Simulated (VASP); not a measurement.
Here is a VASP 6.6.1 calculation.

The input INCAR:

```
  ALGO = Normal
  EDIFF = 1E-6
  ENCUT = 520
  ISIF = 2
  ISMEAR = -1
  LASPH = T
  LCHARG = F
  LREAL = F
  LWAVE = F
  NBANDS = 16
  NELM = 80
  PREC = Accurate
  SIGMA = 0.02
```

The input KPOINTS:

```
k-points
0
Gamma
  6 6 6
```

The input POSCAR:

```
NaH
1.0
    3.8630752062      0.0000000000      0.0000000000
   -1.9315376031      3.3455212653      0.0000000000
    0.0000000000      0.0000000000      4.7239957806
Na H
2 2
Direct
    0.3333333333      0.6666666667      0.2500000000
    0.6666666667      0.3333333333      0.7500000000
    0.6666666667      0.3333333333      0.2500000000
    0.3333333333      0.6666666667      0.7500000000
```

Potentials or basis: VASP PAW LDA potentials, release 64 (Na_pv, H).

The run is started by

```console
$ cat potpaw_LDA.64/Na_pv/POTCAR potpaw_LDA.64/H/POTCAR > POTCAR
$ mpirun -np 1 vasp_std > vasp.out
```

(1) Predict the pressure.

(2) Estimate the band gap on the k mesh.

Answers

(1) 0.0 GPa.

(2) 2.99 eV (least direct gap 4.00 eV).
